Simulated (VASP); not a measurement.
# K (I4/mmm) in VASP: a series of runs

The runs below take K through single point, with LDA.

All numbers are computed with VASP 6.6.1; they aren't measurements. Logs are shortened: lines on timing, memory, paths and dates and some standing lists are left out, and cuts for length are marked.

## 1. The cell of the first run

Symmetry: I4/mmm, No. 139, tetragonal system. The conventional cell has a = 5.236 Å, b = 5.236 Å, c = 5.288 Å, α = 90.00°, β = 90.00°, γ = 90.00°.

## 2. Single point, LDA (strain +0.0100 x Voigt [0, 1, 0, 0, 0, 0])

INCAR

```
SYSTEM = K
ALGO = Fast
EDIFF = 1E-7
ENCUT = 520
GGA = CA
ISIF = 2
ISMEAR = 0
LASPH = .TRUE.
LCHARG = .FALSE.
LREAL = .FALSE.
LWAVE = .FALSE.
NBANDS = 10
NELM = 80
PREC = Accurate
SIGMA = 0.15
```

KPOINTS

```
k-points
0
G
  14 14 14
  0 0 0
```

POSCAR

```
K
1.0
   -2.6180000000      2.6441800000      2.6180000000
    2.6180000000     -2.6441800000      2.6180000000
    2.6180000000      2.6441800000     -2.6180000000
K
1
Direct
    0.0000000000      0.0000000000      0.0000000000
```

Potentials or basis: VASP PAW LDA potentials, release 64 (K_sv).

On the command line:

```
cat potpaw_LDA.64/K_sv/POTCAR > POTCAR
mpirun -np 1 vasp_std > vasp.out
```

OUTCAR:

```text
SYSTEM = K
   EDIFF = 1E-7
   ENCUT = 520
   GGA = CA
   ISIF = 2
   ISMEAR = 0
   LASPH = .TRUE.
   LREAL = .FALSE.
   NELM = 80
   PREC = Accurate

 ion  position               nearest neighbor table
   1  0.000  0.000  0.000-

  LATTYP: Found a body centered tetragonal cell.
 ALAT       =     5.2360000000
 C/A-ratio  =     1.0100000000

  Lattice vectors:

 A1 = (  -2.6180000000,  -2.6441800000,   2.6180000000)
 A2 = (   2.6180000000,  -2.6441800000,  -2.6180000000)
 A3 = (   2.6180000000,   2.6441800000,   2.6180000000)

Analysis of symmetry for initial positions (statically):
=====================================================================
 Subroutine PRICEL returns:
 Original cell was already a primitive cell.

 Routine SETGRP: Setting up the symmetry group for a
 body centered tetragonal supercell.

 Subroutine GETGRP returns: Found 16 space group operations
 (whereof 16 operations were pure point group operations)
 out of a pool of 16 trial point group operations.

The static configuration has the point symmetry D_4h.

Analysis of symmetry for dynamics (positions and initial velocities):
=====================================================================
 Subroutine PRICEL returns:
 Original cell was already a primitive cell.

 Routine SETGRP: Setting up the symmetry group for a
 body centered tetragonal supercell.

 Subroutine GETGRP returns: Found 16 space group operations
 (whereof 16 operations were pure point group operations)
 out of a pool of 16 trial point group operations.

The dynamic configuration has the point symmetry D_4h.

 Subroutine INISYM returns: Found 16 space group operations
 (whereof 16 operations are pure point group operations),
 and found     1 'primitive' translations

----------------------------------------------------------------------------------------

                                     Primitive cell

  volume of cell :      72.4920

  direct lattice vectors                    reciprocal lattice vectors
    -2.618000000  2.644180000  2.618000000     0.000000000  0.189094540  0.190985485
     2.618000000 -2.644180000  2.618000000     0.190985485  0.000000000  0.190985485
     2.618000000  2.644180000 -2.618000000     0.190985485  0.189094540  0.000000000

  length of vectors
     4.549674260  4.549674260  4.549674260     0.268760489  0.270094263  0.268760489

  position of ions in fractional coordinates (direct lattice)
     0.000000000  0.000000000  0.000000000

  ion indices of the primitive-cell ions
   primitive index   ion index
                 1           1

----------------------------------------------------------------------------------------

 KPOINTS: k-points

Automatic generation of k-mesh.
 Grid dimensions read from file:
 generate k-points for:   14   14   14

 Generating k-lattice:

  Cartesian coordinates                     Fractional coordinates (reciprocal lattice)
     0.000000000  0.013506753  0.013641820     0.071428571  0.000000000  0.000000000
     0.013641820  0.000000000  0.013641820     0.000000000  0.071428571  0.000000000
     0.013641820  0.013506753  0.000000000     0.000000000  0.000000000  0.071428571

  Length of vectors
     0.019197178  0.019292447  0.019197178

  Shift w.r.t. Gamma in fractional coordinates (k-lattice)
     0.000000000  0.000000000  0.000000000

 Subroutine IBZKPT returns following result:
 ===========================================

 Found    244 irreducible k-points:

 Following reciprocal coordinates:
            Coordinates               Weight
  0.000000  0.000000  0.000000      1.000000
  0.071429 -0.000000  0.000000      8.000000
  0.142857 -0.000000  0.000000      8.000000
  0.214286 -0.000000  0.000000      8.000000
  0.285714  0.000000  0.000000      8.000000
  0.357143 -0.000000  0.000000      8.000000
[... 16 lines left out ...]
  0.071429  0.142857  0.000000     16.000000
  0.142857  0.142857  0.000000     16.000000
 [... further k-points ...]
   k-points           NKPTS =    244   k-points in BZ     NKDIM =    244   number of bands    NBANDS=     10
   number of dos      NEDOS =    301   number of ions     NIONS =      1
   total plane-waves  NPLWV =  46656
   dimension x,y,z NGX =    36 NGY =   36 NGZ =   36
   dimension x,y,z NGXF=    72 NGYF=   72 NGZF=   72
   ions per type =               1
   NGX,Y,Z   is equivalent  to a cutoff of  13.15, 13.15, 13.15 a.u.
   NGXF,Y,Z  is equivalent  to a cutoff of  26.31, 26.31, 26.31 a.u.
 SYSTEM =  K
   PREC   = accura    normal or accurate (medium, high low for compatibility)
   ISTART =      0    job   : 0-new  1-cont  2-samecut
   ICHARG =      2    charge: 1-file 2-atom 10-const
   ISPIN  =      1    spin polarized calculation?
   LNONCOLLINEAR =      F non collinear calculations
   LSORBIT =      F    spin-orbit coupling
   LASPH  =      T    aspherical Exc in radial PAW
   ENCUT  =  520.0 eV  38.22 Ry    6.18 a.u.   8.46  8.46  8.46*2*pi/ulx,y,z
   NELM   =     80;   NELMIN=  2; NELMDL= -5     # of ELM steps
   EDIFF  = 0.1E-06   stopping-criterion for ELM
   LREAL  =      F    real-space projection
   EDIFFG = 0.1E-05   stopping-criterion for IOM
   NSW    =      0    number of steps for IOM
   IBRION =     -1    ionic relax: 0-MD 1-quasi-New 2-CG
   NFREE  =      0    steps in history (QN), initial steepest desc. (CG)
   ISIF   =      2    stress and relaxation
   ISYM   =      2    0-nonsym 1-usesym 2-fastsym
   POTIM  = 0.5000    time-step for ionic-motion
   TEBEG  =    0.0;   TEEND  =   0.0 temperature during run
   PSTRESS=    0.0 pullay stress
   NELECT =       9.0000    total number of electrons
   NUPDOWN=      -1.0000    fix difference up-down
   EMIN   =  10.00;   EMAX   =-10.00  energy-range for DOS
   EFERMI =   0.00;   METHOD = LEGACY
   ISMEAR =     0;   SIGMA  =   0.15  broadening in eV -4-tet -1-fermi 0-gaus
   EFERMI_NEDOS =   21; number of points for ismear=-14 and -15
   IALGO  =     68    algorithm
   IMIX   =      4    mixing-type and parameters
     AMIX     =   0.40;   BMIX     =  1.00
     AMIX_MAG =   1.60;   BMIX_MAG =  1.00
  volume/ion in A,a.u.               =      72.49       489.20
  Fermi-wavevector in a.u.,A,eV,Ry     =   0.816693  1.543326  9.074918  0.666988
  Thomas-Fermi vector in A             =   1.927007
   LORBIT       =      0    0 simple, 1 ext, 2 COOP (PROOUT), +10 PAW based schemes
   GGA     = CA    functional components
   LHFCALC =     F    Hartree Fock is set to
   AEXX    =    0.0000 exact exchange contribution
   IVDW    =     0    specifies the selected vdW correction
   LEPSILON=     F    determine dielectric tensor
   LRPA    =     F    only Hartree local field effects (RPA)
 non-spin polarized calculation
 RMM-DIIS sequential band-by-band and
 Gauss-broadening in eV      SIGMA  =   0.15
  energy-cutoff  :      520.00
  volume of cell :       72.49
 maximum number of plane-waves:      1969
 NGX is ok and might be reduce to    36
   NGX = 17   NGY = 17   NGZ = 17

 number of electron       9.0000001 magnetization

 Free energy of the ion-electron system (eV)
  ---------------------------------------------------
  ext. energy  EPLUGINS =         0.00000000
  ---------------------------------------------------
  free energy    TOTEN  =        -1.15669871 eV

  energy without entropy =       -1.14800262  energy(sigma->0) =       -1.15235067

 E-fermi :  -0.2771     XC(G=0):  -5.9069

 val. band max:       -0.2889365796   @ k =  -0.2143   0.4286   0.1429
 cond. band min:      -0.2643221034   @ k =   0.3571   0.0714   0.0714
 fundamental gap:      0.0246144762
 Fermi energy:        -0.2771134416

 k-point     1 :       0.0000    0.0000    0.0000
  band No.  band energies     occupation
      1     -32.0894      2.00000
      2     -15.7682      2.00000
      3     -15.7682      2.00000
      4     -15.7681      2.00000
      5      -2.4630      2.00000
      6       3.8778      0.00000
      7       3.8778      0.00000
      8       3.9260      0.00000
      9       4.8051      0.00000
     10       4.8696      0.00000

 k-point     2 :       0.0714   -0.0000    0.0000
  band No.  band energies     occupation
      1     -32.0892      2.00000
      2     -15.7719      2.00000
      3     -15.7694      2.00000
      4     -15.7681      2.00000
      5      -2.3985      2.00000
      6       3.7970      0.00000
      7       3.8198      0.00000
      8       3.9576      0.00000
      9       4.6984      0.00000
     10       4.8439      0.00000

 k-point     3 :       0.1429   -0.0000    0.0000
  band No.  band energies     occupation
      1     -32.0886      2.00000
      2     -15.7823      2.00000
      3     -15.7729      2.00000
      4     -15.7681      2.00000
      5      -2.2074      2.00000
      6       3.4720      0.00000
      7       3.6265      0.00000
      8       4.1091      0.00000
      9       4.5784      0.00000
     10       4.8146      0.00000

 k-point     4 :       0.2143   -0.0000    0.0000
  band No.  band energies     occupation
      1     -32.0876      2.00000
      2     -15.7974      2.00000
      3     -15.7779      2.00000
      4     -15.7680      2.00000
      5      -1.8960      2.00000
      6       2.9273      0.00000
      7       3.3861      0.00000
      8       4.3624      0.00000
      9       4.5982      0.00000
     10       4.8105      0.00000
[... 222 lines left out ...]
 k-point    22 :       0.0000    0.1429    0.0000
  band No.  band energies     occupation
      1     -32.0885      2.00000
      2     -15.7823      2.00000
      3     -15.7729      2.00000
      4     -15.7682      2.00000
      5      -2.2048      2.00000
      6       3.5116      0.00000
      7       3.5933      0.00000
      8       4.0826      0.00000
      9       4.6279      0.00000
     10       4.7720      0.00000

 k-point    23 :       0.0714    0.1429    0.0000
  band No.  band energies     occupation
      1     -32.0880      2.00000
      2     -15.7916      2.00000
      3     -15.7749      2.00000
      4     -15.7695      2.00000
      5      -2.0156      2.00000
      6       3.2241      0.00000
      7       3.3904      0.00000
      8       4.2253      0.00000
      9       4.5083      0.00000
     10       4.8975      0.00000

 k-point    24 :       0.1429    0.1429    0.0000
  band No.  band energies     occupation
      1     -32.0871      2.00000
      2     -15.8040      2.00000
      3     -15.7784      2.00000
      4     -15.7716      2.00000
      5      -1.7079      2.00000
      6       2.8255      0.00000
      7       3.0910      0.00000
      8       4.4218      0.00000
      9       4.4611      0.00000
     10       5.0572      0.00000

 [... further k-points ...]

------------------------ aborting loop because EDIFF is reached ----------------------------------------

  FORCE on cell =-STRESS in cart. coord.  units (eV):
  Direction    XX          YY          ZZ          XY          YZ          ZX
  --------------------------------------------------------------------------------------
  -------------------------------------------------------------------------------------
  Total       -0.2005812     -0.2034957     -0.2005812     -0.0000000      0.0000000      0.0000000
  in kB       -4.4331303     -4.4975461     -4.4331303     -0.0000000      0.0000000      0.0000000
  external PRESSURE =      -4.4546022 kB  Pullay stress =       0.0000000 kB

 VOLUME and BASIS-vectors are now :
 -----------------------------------------------------------------------------
  energy-cutoff  :      520.00
  volume of cell :       72.49
      direct lattice vectors                 reciprocal lattice vectors
    -2.618000000  2.644180000  2.618000000     0.000000000  0.189094540  0.190985485
     2.618000000 -2.644180000  2.618000000     0.190985485  0.000000000  0.190985485
     2.618000000  2.644180000 -2.618000000     0.190985485  0.189094540  0.000000000

 POSITION                                       TOTAL-FORCE (eV/Angst)
 -----------------------------------------------------------------------------------
      0.00000      0.00000      0.00000        -0.000000     -0.000000      0.000000
 -----------------------------------------------------------------------------------
    total drift:                               -0.000000     -0.000000      0.000000

  FREE ENERGIE OF THE ION-ELECTRON SYSTEM (eV)
  ---------------------------------------------------
  free  energy   TOTEN  =        -1.1566987103 eV

  energy  without entropy=       -1.1480026235  energy(sigma->0) =       -1.15235067
```

It took 4.2 min on 1 thread of AMD EPYC 7R43 (Zen 3), shared host; peak memory 0.25 GiB.

What came out:

```yaml
Free_energy: -1.1567 eV
Pressure: -0.4 GPa
```

Caveat: the cell differs from its parent crystal (strain +0.0100 x Voigt [0, 1, 0, 0, 0, 0]).

## 3. Single point, LDA (strain +0.0200 x Voigt [0, 1, 0, 0, 0, 0])

INCAR

```
SYSTEM = K
PREC = Accurate ; ENCUT = 520
EDIFF = 1E-7 ; ISMEAR = 0
SIGMA = 0.15 ; LREAL = .False.
LASPH = .True. ; NELM = 60
ALGO = Fast ; ISIF = 2
LWAVE = .False. ; LCHARG = .True.
LELF = .True. ; LVHAR = .True.
NBANDS = 10
```

KPOINTS

```
regular mesh
0
Gamma
  14 14 14
  0 0 0
```

POSCAR

```
K
1.0
   -2.6180000000      2.6703600000      2.6180000000
    2.6180000000     -2.6703600000      2.6180000000
    2.6180000000      2.6703600000     -2.6180000000
K
1
Direct
    0.0000000000      0.0000000000      0.0000000000
```

Potentials or basis: VASP PAW LDA potentials, release 64 (K_sv).

On the command line:

```
cat potpaw_LDA.64/K_sv/POTCAR > POTCAR
mpirun -np 1 vasp_std > vasp.out
```

Run time: 4.8 min. Hardware: 1 thread of AMD EPYC 7R43 (Zen 3), shared host; peak memory 0.25 GiB.

The run converged. Its results:

```
Free energy : -1.1547 eV
Pressure    : -0.5 GPa
```

Levels at points of the mesh, in eV from the Fermi level:
| k point | band 3 | band 4 | band 5 | band 6 | band 7 | band 8 |
| --- | --- | --- | --- | --- | --- | --- |
| (0.00, 0.00, 0.00) | -15.50 | -15.50 | -2.17 | 4.13 | 4.13 | 4.23 |
| (0.50, 0.00, 0.00) | -15.52 | -15.50 | 0.39 | 0.72 | 3.12 | 4.71 |
| (0.00, 0.50, 0.00) | -15.52 | -15.50 | 0.44 | 0.77 | 3.01 | 4.78 |
| (0.50, 0.50, 0.50) | -15.55 | -15.55 | 1.64 | 1.70 | 3.32 | 3.54 |

Caveat: the cell differs from its parent crystal (strain +0.0200 x Voigt [0, 1, 0, 0, 0, 0]).

## 4. Single point, LDA (strain +0.0300 x Voigt [0, 1, 0, 0, 0, 0])

INCAR

```
SYSTEM = K
PREC = Accurate
ENCUT = 520
EDIFF = 1E-7
ISMEAR = 0
SIGMA = 0.15
LREAL = .FALSE.
LASPH = .TRUE.
NELM = 60
ALGO = Fast
ISIF = 2
LWAVE = .FALSE.
LCHARG = .FALSE.
GGA = CA
NBANDS = 10
```

KPOINTS

```
regular mesh
0
G
  14 14 14
  0 0 0
```

POSCAR

```
K
1.0
   -2.6180000000      2.6965400000      2.6180000000
    2.6180000000     -2.6965400000      2.6180000000
    2.6180000000      2.6965400000     -2.6180000000
K
1
Direct
    0.0000000000      0.0000000000      0.0000000000
```

On the command line:

```
cat potpaw_LDA.64/K_sv/POTCAR > POTCAR
mpirun -np 1 vasp_std > vasp.out
```

Wall time 4.7 min (1 thread of AMD EPYC 7R43 (Zen 3), shared host); peak memory 0.25 GiB.

The run converged. Its results:

```yaml
Free_energy: -1.1525 eV
Pressure: -0.5 GPa
```

Levels at points of the mesh, in eV from the Fermi level:
| k point | band 1 | band 2 | band 3 | band 4 | band 5 | band 6 | band 7 | band 8 | band 9 | band 10 |
| --- | --- | --- | --- | --- | --- | --- | --- | --- | --- | --- |
| (0.00, 0.00, 0.00) | -31.83 | -15.51 | -15.51 | -15.51 | -2.16 | 4.11 | 4.11 | 4.25 | 4.99 | 5.17 |
| (0.50, 0.00, 0.00) | -31.82 | -15.58 | -15.53 | -15.51 | 0.38 | 0.71 | 3.13 | 4.67 | 5.55 | 6.04 |
| (0.00, 0.50, 0.00) | -31.82 | -15.57 | -15.53 | -15.51 | 0.45 | 0.78 | 2.97 | 4.78 | 5.64 | 5.98 |
| (0.50, 0.50, 0.50) | -31.82 | -15.56 | -15.55 | -15.55 | 1.63 | 1.72 | 3.23 | 3.55 | 3.55 | 5.28 |

Caveat: the cell differs from its parent crystal (strain +0.0300 x Voigt [0, 1, 0, 0, 0, 0]).

## 5. Summary

```tsv
cell	gap on the mesh (eV)	pressure (GPa)
a = 4.550 Å, angles 109.7, 108.9, 109.7°, 1 atom	none	-0.4
a = 4.565 Å, angles 110.0, 108.4, 110.0°, 1 atom	none	-0.5
a = 4.580 Å, angles 110.3, 107.9, 110.3°, 1 atom	none	-0.5
```

Alike in all rows: task single point; level LDA; potentials or basis VASP PAW LDA potentials, release 64 (K_sv); no spin polarisation; k mesh 14 × 14 × 14; cutoff (eV) 520; smearing gaussian 0.15 eV.

Absolute energies hang on the potentials; compare differences alone.
